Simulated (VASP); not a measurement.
A run of VASP 6.6.1 is set up as follows.

Contents of INCAR:

```
SYSTEM = PtSe
ALGO = Normal
EDIFF = 1E-7
ENCUT = 520
GGA = PE
ISIF = 2
ISMEAR = 0
ISPIN = 2
LASPH = .TRUE.
LCHARG = .FALSE.
LDAU = .TRUE.
LDAUJ = 0 0
LDAUL = 2 -1
LDAUPRINT = 1
LDAUTYPE = 2
LDAUU = 2 0
LMAXMIX = 4
LORBIT = 11
LREAL = .FALSE.
LWAVE = .FALSE.
MAGMOM = 0.5 0
NBANDS = 19
NELM = 150
PREC = Accurate
SIGMA = 0.05
```

File KPOINTS:

```
k-points
0
G
  5 5 5
  0 0 0
```

File POSCAR:

```
PtSe
1.0
    0.0000000000      3.0374472300      3.0374472300
    3.0374472300      0.0000000000      3.0374472300
    3.0374472300      3.0374472300      0.0000000000
Pt Se
1 1
Direct
    0.0000000000      0.0000000000      0.0000000000
    0.2500000000      0.2500000000      0.2500000000
```

Potentials or basis: VASP PAW PBE potentials, release 64 (Pt, Se).

Run with:

```console
$ cat potpaw_PBE.64/Pt/POTCAR potpaw_PBE.64/Se/POTCAR > POTCAR
$ mpirun -np 1 vasp_std > vasp.out
```

**Question.** What does it give for the pressure?

**Answer.** -11.3 GPa.

**Question.** Estimate the net moment.

**Answer.** -0.01 μB per cell.

**Question.** What does it give for the band gap on the k mesh?

**Answer.** Zero (filled and empty bands overlap).

Eigenvalues of the final occupation matrices:
```
    site  spin  trace               eigenvalues
site 1 d     1   4.14  0.79 0.79 0.79 0.88 0.88
site 1 d     2   4.14  0.79 0.79 0.79 0.88 0.88
```

Caveat: spin-orbit coupling is left out, which moves the levels of the heavy elements. The state reached can hang on the start; a lower one may exist.
